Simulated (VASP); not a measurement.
Write the native input for VASP 6.6.1 that does the following.

```
Task                    : single point
Functional              : rpbe exchange, lyp correlation
Potentials or basis     : VASP PAW PBE potentials, release 64 (Bi_d, Te)
Cutoff                  : 400 eV
k mesh                  : 7 × 7 × 7
Occupations             : methfessel-paxton, width 0.05 eV
Spin                    : collinear spin
Starting moments        : [0.67, 0.17] μB
Fixed moment            : 1 μB
Dipole correction       : no
k mesh for the DOS      : 11 × 11 × 11
Occupations for the DOS : tetrahedron
Further INCAR settings  : ALGO = Normal; EDIFF = 1e-06
```

BiTe:

```
Bi Te
1.0
     0.00000    3.23500    3.23500
     3.23500    0.00000    3.23500
     3.23500    3.23500    0.00000
Bi Te
1 1
Direct
  0.00000 0.00000 0.00000
  0.50000 0.50000 0.50000
```

These files were run (other wordings do the same):

POSCAR

```
BiTe
1.0
    0.0000000000      3.2350000000      3.2350000000
    3.2350000000      0.0000000000      3.2350000000
    3.2350000000      3.2350000000      0.0000000000
Bi Te
1 1
Direct
    0.0000000000      0.0000000000      0.0000000000
    0.5000000000      0.5000000000      0.5000000000
```

INCAR.step1

```
SYSTEM = BiTe
  ALGO = Normal
  EDIFF = 1E-6
  ENCUT = 400
  GGA = LIBXC
  GGA_COMPAT = .False.
  ISIF = 2
  ISMEAR = 1
  ISPIN = 2
  LASPH = .True.
  LCHARG = .True.
  LIBXC1 = GGA_X_RPBE
  LIBXC2 = GGA_C_LYP
  LORBIT = 11
  LREAL = .False.
  LWAVE = .False.
  MAGMOM = 0.67 0.17
  NBANDS = 22
  NEDOS = 2001
  NELM = 200
  NUPDOWN = 1.0
  PREC = Accurate
  SIGMA = 0.05
```

KPOINTS.step1

```
k-points
0
Gamma
  7 7 7
  0 0 0
```

INCAR.step2

```
SYSTEM = BiTe
  ALGO = Normal
  EDIFF = 1E-6
  ENCUT = 400
  GGA = LIBXC
  GGA_COMPAT = .False.
  ICHARG = 11
  ISIF = 2
  ISMEAR = -5
  ISPIN = 2
  LASPH = .True.
  LCHARG = .False.
  LIBXC1 = GGA_X_RPBE
  LIBXC2 = GGA_C_LYP
  LORBIT = 10
  LREAL = .False.
  LWAVE = .False.
  MAGMOM = 0.67 0.17
  NEDOS = 2001
  NELM = 200
  NUPDOWN = 1.0
  PREC = Accurate
  SIGMA = 0.05
```

KPOINTS.step2

```
k-points
0
Gamma
  11 11 11
  0 0 0
```

Potentials or basis: VASP PAW PBE potentials, release 64 (Bi_d, Te).

Run with:

```console
$ cat potpaw_PBE.64/Bi_d/POTCAR potpaw_PBE.64/Te/POTCAR > POTCAR
$ cp INCAR.step1 INCAR
$ cp KPOINTS.step1 KPOINTS
$ mpirun -np 1 vasp_std > vasp.out
$ cp INCAR.step2 INCAR
$ cp KPOINTS.step2 KPOINTS
$ mpirun -np 1 vasp_std > vasp.out
```

Results of the run:

* Net moment: 1.00 μB per cell
* Site moments: Bi +0.45; Te +0.10 μB
* Valence electrons inside the program's atomic spheres: Bi 12.73; Te 3.39

Caveat: the total moment is fixed, so each spin has its own Fermi level.

Run time: 83 s on 1 thread of AMD EPYC 7R43 64-Core Processor (Zen 3), on a shared host, peak memory 0.18 GiB.
